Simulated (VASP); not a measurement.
# Y2SiO (P-4m2) in VASP: further runs

The runs below take Y2SiO through single point, relaxation of cell and atoms, with PBE.

All numbers are computed with VASP 6.6.1; they aren't measurements. Logs are shortened: lines on timing, memory, paths and dates and some standing lists are left out, and cuts for length are marked.

## Step 1: The cell of the first run

Symmetry: P-4m2, No. 115, tetragonal system. The conventional cell has a = 3.723 Å, b = 3.723 Å, c = 5.508 Å, α = 90.00°, β = 90.00°, γ = 90.00°. Y (site symmetry 2mm) has 2 O at 2.27 Å and 2 Si at 2.36 Å within 3.0 Å. Within 3.1 Å of Si (site symmetry -4m2) lie 4 Y at 2.36 Å. Within 3.0 Å of O (site symmetry -4m2) lie 4 Y at 2.27 Å.

The cell was generated, and may not be a known phase.

## Step 2: Single point, PBE

INCAR

```
SYSTEM = Y2SiO
PREC = Accurate
ENCUT = 520
EDIFF = 1E-6
ISMEAR = 0
SIGMA = 0.1
LREAL = .FALSE.
LASPH = .TRUE.
NELM = 80
ALGO = Normal
ISIF = 2
LWAVE = .FALSE.
LCHARG = .FALSE.
GGA = PE
NBANDS = 24
```

KPOINTS

```
regular mesh
0
G
  6 6 4
  0 0 0
```

POSCAR

```
Y2SiO
1.0
    3.7234594300      0.0000000000      0.0000000000
    0.0000000000      3.7234594300      0.0000000000
    0.0000000000      0.0000000000      5.5077423600
Y Si O
2 1 1
Direct
    0.0000000000      0.5000000000      0.2627377800
    0.5000000000      0.0000000000      0.7372622200
    0.0000000000      0.0000000000      0.0000000000
    0.5000000000      0.5000000000      0.5000000000
```

Potentials or basis: VASP PAW PBE potentials, release 64 (Y_sv, Si, O).

On the command line:

```
$ cat potpaw_PBE.64/Y_sv/POTCAR potpaw_PBE.64/Si/POTCAR potpaw_PBE.64/O/POTCAR > POTCAR
$ mpirun -np 1 vasp_std > vasp.out
```

OUTCAR:

```text
SYSTEM = Y2SiO
   PREC = Accurate
   ENCUT = 520
   EDIFF = 1E-6
   ISMEAR = 0
   LREAL = .FALSE.
   LASPH = .TRUE.
   NELM = 80
   ISIF = 2
   GGA = PE

 ion  position               nearest neighbor table
   1  0.000  0.500  0.263-   4 2.27   4 2.27   3 2.36   3 2.36   2 3.71   2 3.71   2 3.71   2 3.71
                             2 3.91   2 3.91   2 3.91   2 3.91
   2  0.500  0.000  0.737-   4 2.27   4 2.27   3 2.36   3 2.36   1 3.71   1 3.71   1 3.71   1 3.71
                             1 3.91   1 3.91   1 3.91   1 3.91
   3  0.000  0.000  0.000-   1 2.36   2 2.36   1 2.36   2 2.36
   4  0.500  0.500  0.500-   1 2.27   2 2.27   2 2.27   1 2.27

  LATTYP: Found a simple tetragonal cell.
 ALAT       =     3.7234594300
 C/A-ratio  =     1.4792003145

  Lattice vectors:

 A1 = (   3.7234594300,   0.0000000000,   0.0000000000)
 A2 = (   0.0000000000,   3.7234594300,   0.0000000000)
 A3 = (   0.0000000000,   0.0000000000,   5.5077423600)

Analysis of symmetry for initial positions (statically):
=====================================================================
 Subroutine PRICEL returns:
 Original cell was already a primitive cell.

 Routine SETGRP: Setting up the symmetry group for a
 simple tetragonal supercell.

 Subroutine GETGRP returns: Found  8 space group operations
 (whereof  8 operations were pure point group operations)
 out of a pool of 16 trial point group operations.

The static configuration has the point symmetry D_2d.

Analysis of symmetry for dynamics (positions and initial velocities):
=====================================================================
 Subroutine PRICEL returns:
 Original cell was already a primitive cell.

 Routine SETGRP: Setting up the symmetry group for a
 simple tetragonal supercell.

 Subroutine GETGRP returns: Found  8 space group operations
 (whereof  8 operations were pure point group operations)
 out of a pool of 16 trial point group operations.

The dynamic configuration has the point symmetry D_2d.

 Subroutine INISYM returns: Found  8 space group operations
 (whereof  8 operations are pure point group operations),
 and found     1 'primitive' translations

----------------------------------------------------------------------------------------

                                     Primitive cell

  volume of cell :      76.3602

  direct lattice vectors                    reciprocal lattice vectors
     3.723459430  0.000000000  0.000000000     0.268567449  0.000000000  0.000000000
[... 87 lines left out ...]
   LASPH  =      T    aspherical Exc in radial PAW
   ENCUT  =  520.0 eV  38.22 Ry    6.18 a.u.   6.92  6.92 10.24*2*pi/ulx,y,z
   NELM   =     80;   NELMIN=  2; NELMDL= -5     # of ELM steps
   EDIFF  = 0.1E-05   stopping-criterion for ELM
   LREAL  =      F    real-space projection
   EDIFFG = 0.1E-04   stopping-criterion for IOM
   NSW    =      0    number of steps for IOM
   IBRION =     -1    ionic relax: 0-MD 1-quasi-New 2-CG
   NFREE  =      0    steps in history (QN), initial steepest desc. (CG)
   ISIF   =      2    stress and relaxation
   ISYM   =      2    0-nonsym 1-usesym 2-fastsym
   POTIM  = 0.5000    time-step for ionic-motion
   TEBEG  =    0.0;   TEEND  =   0.0 temperature during run
   PSTRESS=    0.0 pullay stress
   NELECT =      32.0000    total number of electrons
   NUPDOWN=      -1.0000    fix difference up-down
   EMIN   =  10.00;   EMAX   =-10.00  energy-range for DOS
   EFERMI =   0.00;   METHOD = LEGACY
   ISMEAR =     0;   SIGMA  =   0.10  broadening in eV -4-tet -1-fermi 0-gaus
   EFERMI_NEDOS =   21; number of points for ismear=-14 and -15
   IALGO  =     38    algorithm
   IMIX   =      4    mixing-type and parameters
     AMIX     =   0.40;   BMIX     =  1.00
     AMIX_MAG =   1.60;   BMIX_MAG =  1.00
  volume/ion in A,a.u.               =      19.09       128.83
  Fermi-wavevector in a.u.,A,eV,Ry     =   1.225093  2.315091 20.420356  1.500854
  Thomas-Fermi vector in A             =   2.360144
   LORBIT       =      0    0 simple, 1 ext, 2 COOP (PROOUT), +10 PAW based schemes
   GGA     = PE    functional components
   LHFCALC =     F    Hartree Fock is set to
   AEXX    =    0.0000 exact exchange contribution
   IVDW    =     0    specifies the selected vdW correction
   LEPSILON=     F    determine dielectric tensor
   LRPA    =     F    only Hartree local field effects (RPA)
 non-spin polarized calculation
 Gauss-broadening in eV      SIGMA  =   0.10
  energy-cutoff  :      520.00
  volume of cell :       76.36
 maximum number of plane-waves:      2072
 NGX is ok and might be reduce to    28
   NGX = 13   NGY = 13   NGZ = 21

 number of electron      31.9999999 magnetization

 Free energy of the ion-electron system (eV)
  ---------------------------------------------------
  ext. energy  EPLUGINS =         0.00000000
  ---------------------------------------------------
  free energy    TOTEN  =       -26.16957479 eV

  energy without entropy =      -26.16296576  energy(sigma->0) =      -26.16627028

 E-fermi :   4.5903     XC(G=0): -10.1583

 val. band max:        4.5836172066   @ k =   0.5000   0.3333   0.5000
 cond. band min:       4.6246943160   @ k =   0.1667   0.0000   0.0000
 fundamental gap:      0.0410771094
 Fermi energy:         4.5903203197

 k-point     1 :       0.0000    0.0000    0.0000
  band No.  band energies     occupation
      1     -37.1943      2.00000
      2     -37.1343      2.00000
      3     -18.0029      2.00000
      4     -17.3790      2.00000
      5     -17.3790      2.00000
      6     -17.2042      2.00000
[... 637 lines left out ...]
     23       9.0281      0.00000
     24       9.9037      0.00000

 [... further k-points ...]
[... 5 lines left out ...]
  --------------------------------------------------------------------------------------
  -------------------------------------------------------------------------------------
  Total       14.3351677     14.3351677     13.5100608      0.0000000      0.0000000      0.0000000
  in kB      300.7782937    300.7782937    283.4660275      0.0000000      0.0000000      0.0000000
  external PRESSURE =     295.0075383 kB  Pullay stress =       0.0000000 kB

 VOLUME and BASIS-vectors are now :
 -----------------------------------------------------------------------------
  energy-cutoff  :      520.00
  volume of cell :       76.36
      direct lattice vectors                 reciprocal lattice vectors
     3.723459430  0.000000000  0.000000000     0.268567449  0.000000000  0.000000000
     0.000000000  3.723459430  0.000000000     0.000000000  0.268567449  0.000000000
     0.000000000  0.000000000  5.507742360     0.000000000  0.000000000  0.181562596

 POSITION                                       TOTAL-FORCE (eV/Angst)
 -----------------------------------------------------------------------------------
      0.00000      1.86173      1.44709        -0.000000      0.000000      5.146464
      1.86173      0.00000      4.06065         0.000000      0.000000     -5.146464
      0.00000      0.00000      0.00000        -0.000000     -0.000000      0.000000
      1.86173      1.86173      2.75387         0.000000      0.000000      0.000000
 -----------------------------------------------------------------------------------
    total drift:                                0.000000      0.000000      0.000000

  FREE ENERGIE OF THE ION-ELECTRON SYSTEM (eV)
  ---------------------------------------------------
  free  energy   TOTEN  =       -26.1695747948 eV

  energy  without entropy=      -26.1629657579  energy(sigma->0) =      -26.16627028
```

OSZICAR:

```text
N       E                     dE             d eps       ncg     rms          rms(c)
DAV:   1     0.170541246817E+03    0.17054E+03   -0.15659E+04  1440   0.127E+03
DAV:   2    -0.149724854834E+02   -0.18551E+03   -0.17314E+03  1736   0.304E+02
DAV:   3    -0.297295398951E+02   -0.14757E+02   -0.14542E+02  2480   0.644E+01
DAV:   4    -0.305278082736E+02   -0.79827E+00   -0.79738E+00  1832   0.133E+01
DAV:   5    -0.305423150612E+02   -0.14507E-01   -0.14505E-01  2208   0.187E+00    0.579E+01
DAV:   6    -0.262208247465E+02    0.43215E+01   -0.16303E+01  1536   0.228E+01    0.394E+01
DAV:   7    -0.262590345627E+02   -0.38210E-01   -0.35832E+00  1776   0.109E+01    0.131E+01
DAV:   8    -0.261780210882E+02    0.81013E-01   -0.79289E-01  2016   0.553E+00    0.292E+00
DAV:   9    -0.261709455354E+02    0.70756E-02   -0.10129E-01  1728   0.192E+00    0.656E-01
DAV:  10    -0.261695803998E+02    0.13651E-02   -0.99148E-03  1816   0.724E-01    0.231E-01
DAV:  11    -0.261695603678E+02    0.20032E-04   -0.12773E-03  2032   0.196E-01    0.112E-01
DAV:  12    -0.261695715239E+02   -0.11156E-04   -0.11104E-04  1968   0.660E-02    0.322E-02
DAV:  13    -0.261695738152E+02   -0.22913E-05   -0.83820E-06  2008   0.173E-02    0.839E-03
DAV:  14    -0.261695748813E+02   -0.10660E-05   -0.27879E-06  1520   0.108E-02    0.417E-03
DAV:  15    -0.261695747948E+02    0.86538E-07   -0.41913E-07  1008   0.429E-03
   1 F= -.26169575E+02 E0= -.26166270E+02  d E =-.660904E-02
```

stdout:

```text
POSCAR found type information on POSCAR Y SiO
 POSCAR found :  3 types and       4 ions
 scaLAPACK will be used
 LDA part: xc-table for (Slater+PW92), standard interpolation
 POSCAR, INCAR and KPOINTS ok, starting setup
 FFT: planning ... GRIDC
 FFT: planning ... GRID_SOFT
 FFT: planning ... GRID
 WAVECAR not read
 entering main loop
```

Wall time 72 s (1 thread of Intel Xeon Platinum 8375C at 2.90GHz (Ice Lake), shared host); peak memory 0.22 GiB.

What came out:

| Quantity | Value |
| --- | --- |
| Free energy | -26.1696 eV |
| Pressure | 29.5 GPa |
| Largest force | 5.146 eV/Å |
| Band gap on the k mesh | zero (bands 16 and 17 overlap by 0.20 eV) |

Forces on the atoms (eV/Å):
```
Y    0.000  0.000  5.146
Y    0.000  0.000 -5.146
Si   0.000  0.000  0.000
O    0.000  0.000  0.000
```

Levels at points of the mesh, in eV from the Fermi level:
```tsv
k point	band 13	band 14	band 15	band 16	band 17	band 18	band 19	band 20
(0.00, 0.00, 0.00)	-4.36	-2.76	-0.11	-0.11	-0.07	2.05	3.04	3.22
(0.50, 0.00, 0.00)	-4.31	-2.61	-1.94	-0.25	1.60	2.28	2.47	2.97
(0.50, 0.50, 0.00)	-3.68	-1.56	-1.56	0.12	0.68	0.71	3.86	3.86
(0.00, 0.00, 0.50)	-4.28	-3.54	-0.44	-0.44	0.28	1.30	3.40	3.77
(0.50, 0.00, 0.50)	-4.35	-2.34	-1.76	-0.68	2.35	3.13	3.19	3.53
(0.50, 0.50, 0.50)	-3.68	-2.00	-2.00	0.10	0.17	1.01	2.62	2.62
```

Caveat: the cell stands under pressure; semilocal functionals underestimate gaps, and a narrow one can read as zero; forces of over 1 eV/Å act on the atoms, so gaps and moduli don't describe the material at rest.

(Continued in part 2 of 3.)

The gap in the log of VASP goes by the Fermi energy; the results here count the filled bands.